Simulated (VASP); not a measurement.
**Hf4HS8 (a cell with a defect): single point with PBE+D3(BJ)**

System: Hf4HS8 (a cell with a defect).

```
Hf S H
1.0
     3.60586    0.00000    5.77039
     3.60586    0.00000   -5.77039
    -3.60586    6.24554    0.00000
Hf S H
4 8 1
Direct
  0.99177 0.99663 0.50565
  0.99073 0.99859 0.98847
  0.51050 0.51471 0.50575
  0.49993 0.49918 0.99817
  0.70884 0.96108 0.16710
  0.69896 0.96748 0.66568
  0.20720 0.45920 0.16726
  0.20736 0.45605 0.66214
  0.28829 0.04360 0.33116
  0.29141 0.03860 0.83324
  0.79441 0.54080 0.33393
  0.79581 0.54275 0.83342
  0.39686 0.91586 0.31554
```

| Property | Result |
| --- | --- |
| Program | VASP 6.6.1 |
| Task | single point |
| Functional | PBE |
| Dispersion | D3(BJ) |
| Potentials or basis | VASP PAW PBE potentials, release 64 (Hf_pv, S, H) |
| Cutoff | 520 eV |
| k mesh | 3 × 3 × 3 |
| Occupations | gaussian, width 0.02 eV |
| Spin | collinear spin |
| Starting moments | [0.14, 0.15, 0.14, 0.08, 0.02, 0.02, 0.02, 0.02, 0.0, 0.01, 0.01, 0.01, 0.01] μB |
| Dipole correction | no |
| Further INCAR settings | ALGO = Normal; EDIFF = 1e-06; NBANDS = 60 |

The pressure is -0.4 GPa, the largest force is 0.075 eV/Å and the net moment is 0.40 μB per cell. The site moments are Hf +0.06, +0.07, +0.04 (each value once); S +0.00, +0.01, -0.00 (each value once); H +0.00 μB. The valence electrons inside the program's atomic spheres are Hf 8.32, 8.29 (each value once); S 3.77, 3.78, 3.82 (each value once); H 0.56. The dispersion energy per atom is -0.325 eV.

Forces in eV/Å, atoms in the order of the input:
```
Hf  -0.003  0.006 -0.005
Hf  -0.001 -0.018 -0.006
Hf   0.001  0.008 -0.004
Hf   0.000  0.001 -0.007
S    0.000  0.003  0.074
S    0.000 -0.002  0.075
S    0.003  0.005  0.071
S   -0.001  0.014  0.058
S   -0.001 -0.009 -0.012
S   -0.008 -0.002 -0.067
S   -0.001 -0.006 -0.066
S    0.010 -0.003 -0.068
H    0.001  0.002 -0.043
```

Stress tensor (GPa, compression positive):
```
-0.66 -0.01  0.01
-0.01 -0.82  0.12
 0.01  0.12  0.14
```

Levels at points of the mesh, in eV from the Fermi level:
Spin up:
```
           k point  band 42  band 43  band 44  band 45  band 46  band 47
(0.00, 0.00, 0.00)    -1.29    -1.27    -1.24    -0.50    -0.14    -0.02
```
Spin down:
```
           k point  band 42  band 43  band 44  band 45  band 46  band 47
(0.00, 0.00, 0.00)    -1.28    -1.27    -1.22    -0.44    -0.08     0.05
```

Run time: 11 min on 1 thread of Oxide Virtual Turin-like Processor, with other jobs on the host, peak memory 0.66 GiB.

Caveat: the k points lie up to 0.38 Å⁻¹ apart; spin-orbit coupling is left out, which moves the levels of the heavy elements.
